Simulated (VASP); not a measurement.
V2O3: single point with r2SCAN

V2O3:

```
CELL_PARAMETERS angstrom
2.47091 1.42658 4.66343
-2.47091 1.42658 4.66343
0.00000 -2.85316 4.66343
ATOMIC_POSITIONS crystal
V 0.35000 0.35000 0.35000
V 0.15000 0.15000 0.15000
V 0.65000 0.65000 0.65000
V 0.85000 0.85000 0.85000
O 0.95000 0.25000 0.55000
O 0.55000 0.95000 0.25000
O 0.25000 0.55000 0.95000
O 0.05000 0.75000 0.45000
O 0.45000 0.05000 0.75000
O 0.75000 0.45000 0.05000
```

```yaml
Program: VASP 6.6.1
Task: single point
Functional: r2SCAN
Potentials_or_basis: VASP PAW PBE potentials, release 64 (V_sv, O)
Cutoff: 660 eV
k_mesh: 6 × 6 × 6
Occupations: gaussian, width 0.1 eV
Spin: collinear spin, ferromagnetic start
Starting_moments: "[2.0, 2.0, 2.0, 2.0, 0.0, 0.0, 0.0, 0.0, 0.0, 0.0] μB"
Dipole_correction: no
Further_INCAR_settings: ALGO = Normal; EDIFF = 1e-06; NBANDS = 59
```

```
Pressure                                              : 5.9 GPa
Largest force                                         : 0.862 eV/Å
Band gap on the k mesh                                : zero (filled and empty bands overlap)
Net moment                                            : 8.00 μB per cell
Site moments                                          : V +1.90; O -0.02 μB
Valence electrons inside the program's atomic spheres : V 11.45; O 5.12
```

Forces in eV/Å, atoms in the order of the input:
```
V    0.000  0.000 -0.197
V    0.000  0.000  0.197
V    0.000  0.000  0.197
V    0.000  0.000 -0.197
O   -0.431 -0.747  0.000
O    0.862  0.000  0.000
O   -0.431  0.747  0.000
O    0.431  0.747  0.000
O   -0.862  0.000  0.000
O    0.431 -0.747  0.000
```

Stress tensor (GPa, compression positive):
```
7.51 0.00 0.00
0.00 7.51 0.00
0.00 0.00 2.82
```

Levels at points of the mesh, in eV from the Fermi level:
Spin up:
```
           k point  band 45  band 46  band 47  band 48  band 49  band 50  band 51  band 52
(0.00, 0.00, 0.00)    -0.94    -0.68    -0.68     0.18     0.30     0.30     0.86     0.89
(0.50, 0.00, 0.00)    -0.44    -0.44    -0.20    -0.20     0.21     0.21     0.52     0.52
(0.50, 0.50, 0.00)    -0.80    -0.48    -0.37    -0.19     0.31     0.49     0.60     0.82
(0.50, 0.50, 0.50)    -0.25    -0.25    -0.25    -0.25     0.06     0.06     0.46     0.46
```
Spin down:
```
           k point  band 37  band 38  band 39  band 40  band 41  band 42  band 43  band 44
(0.00, 0.00, 0.00)    -4.40    -3.84    -3.52    -3.52     0.81     1.89     1.89     2.08
(0.50, 0.00, 0.00)    -4.65    -4.65    -3.73    -3.73     0.91     0.91     2.08     2.08
(0.50, 0.50, 0.00)    -4.35    -4.34    -3.98    -3.81     1.14     1.24     1.69     1.83
(0.50, 0.50, 0.50)    -4.11    -4.11    -4.11    -4.11     1.92     1.92     2.31     2.31
```

Wall time 15 min on 4 MPI ranks on Intel(R) Xeon(R) 6975P-C (Granite Rapids) (shared host), peak memory 0.69 GiB a rank.

Caveat: the PAW data sets were made with another functional, which shifts forces and pressure a little; semilocal functionals often make such compounds metallic where correlation or magnetic order opens a gap, which also shifts bond lengths. With open d or f shells a metallic result of r2SCAN can be an artefact of self-interaction; +U or a hybrid may open a gap.
